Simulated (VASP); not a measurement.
A run of VASP 6.6.1 is set up as follows.

File INCAR:

```
ALGO = Normal
EDIFF = 1E-6
ENCUT = 520
GGA = PE
ISIF = 2
ISMEAR = 0
ISPIN = 2
LASPH = True
LCHARG = False
LMAXMIX = 4
LORBIT = 11
LREAL = False
LWAVE = False
MAGMOM = 4 0 0 0 0 0 0 0 0 0 0 0 0 0
NBANDS = 56
NELM = 150
PREC = Accurate
SIGMA = 0.1
```

The input KPOINTS:

```
k-points
0
Gamma
  4 4 4
```

POSCAR

```
MnPdC6N6
1.0
    0.0000000000      5.3707237256      5.3707237256
    5.3707237256      0.0000000000      5.3707237256
    5.3707237256      5.3707237256      0.0000000000
Mn Pd C N
1 1 6 6
Direct
    0.5000000000      0.5000000000      0.5000000000
    0.0000000000      0.0000000000      0.0000000000
    0.8121113644      0.1878886356      0.1878886356
    0.1878886356      0.8121113644      0.1878886356
    0.1878886356      0.1878886356      0.8121113644
    0.1878886356      0.8121113644      0.8121113644
    0.8121113644      0.1878886356      0.8121113644
    0.8121113644      0.8121113644      0.1878886356
    0.7040062950      0.2959937050      0.2959937050
    0.2959937050      0.7040062950      0.2959937050
    0.2959937050      0.2959937050      0.7040062950
    0.2959937050      0.7040062950      0.7040062950
    0.7040062950      0.2959937050      0.7040062950
    0.7040062950      0.7040062950      0.2959937050
```

Potentials or basis: VASP PAW PBE potentials, release 64 (Mn_pv, Pd, C, N).

The run is started by

```bash
$ cat potpaw_PBE.64/Mn_pv/POTCAR potpaw_PBE.64/Pd/POTCAR potpaw_PBE.64/C/POTCAR potpaw_PBE.64/N/POTCAR > POTCAR
$ mpirun -np 1 vasp_std > vasp.out
```

Predict the site moments.

Mn +0.99; Pd -0.00; C +0.00; N -0.01 μB.

Predict the largest force.

1.782 eV/Å.

Forces on the atoms (eV/Å):
```
Mn   0.000  0.000  0.000
Pd   0.000  0.000  0.000
C   -0.389  0.000  0.000
C    0.000 -0.389  0.000
C    0.000  0.000 -0.389
C    0.389  0.000  0.000
C    0.000  0.389  0.000
C    0.000  0.000  0.389
N    1.782  0.000  0.000
N    0.000  1.782  0.000
N    0.000  0.000  1.782
N   -1.782  0.000  0.000
N    0.000 -1.782  0.000
N    0.000  0.000 -1.782
```

Caveat: the moment fell far below its start of 4 μB, so a state of higher moment may lie lower in energy; a cell with one magnetic atom can't hold antiferromagnetic order, which such compounds often take; forces of over 1 eV/Å act on the atoms, so gaps and moduli don't describe the material at rest.
